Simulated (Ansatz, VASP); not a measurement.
# BP: VASP beside Ansatz

```
B P
1.0
     0.00000    2.27415    2.27415
     2.27415    0.00000    2.27415
     2.27415    2.27415    0.00000
B P
1 1
Cartesian
  0.0000 0.0000 0.0000
  1.1371 1.1371 1.1371
```

Alike in both runs: functional PBE; k mesh 10 × 10 × 10; occupations gaussian, width 0.02 eV; no spin polarisation.

Ansatz relaxed the structure, and its values are those at the end. VASP's run is a single point on that final structure, the one shown.

```csv
,VASP,Ansatz
version,VASP 6.6.1,Ansatz 0.2.0
potentials or method,"VASP PAW PBE potentials, release 64 (B, P), cutoff 520 eV","scalar-relativistic, plane waves, PAW"
valence electrons in the cell,8,8
```

```csv
,VASP,Ansatz,Ansatz less VASP
gap on the k mesh at the Fermi level (eV),1.25,1.25,+0.004
least direct gap on the mesh (eV),3.39,3.39,+0.003
pressure (GPa),-0.2,0.0,+0.23
```
